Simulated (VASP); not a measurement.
Input of a VASP 6.6.1 run:

File INCAR:

```
SYSTEM = Sn
PREC = Accurate
ENCUT = 520
EDIFF = 1E-6
ISMEAR = -1
SIGMA = 0.08
LREAL = .False.
LASPH = .True.
NELM = 60
ALGO = Normal
ISIF = 2
LWAVE = .False.
LCHARG = .True.
GGA = PS
LELF = .True.
LVHAR = .True.
NBANDS = 21
```

File KPOINTS:

```
regular mesh
0
Gamma
  14 14 14
  0 0 0
```

POSCAR

```
Sn
1.0
    0.0000000000      3.0444797207      3.0444797207
    3.0444797207      0.0000000000      3.0444797207
    3.0444797207      3.0444797207      0.0000000000
Sn
2
Direct
    0.5000000000      0.5000000000      0.5000000000
    0.7500000000      0.7500000000      0.7500000000
```

Potentials or basis: VASP PAW PBE potentials, release 64 (Sn_d).

The run is started by

```console
$ cat potpaw_PBE.64/Sn_d/POTCAR > POTCAR
$ mpirun -np 1 vasp_std > vasp.out
```

What does it give for the pressure?

14.8 GPa.

Caveat: the cell stands under pressure; the PAW data sets were made with another functional, which shifts forces and pressure a little.
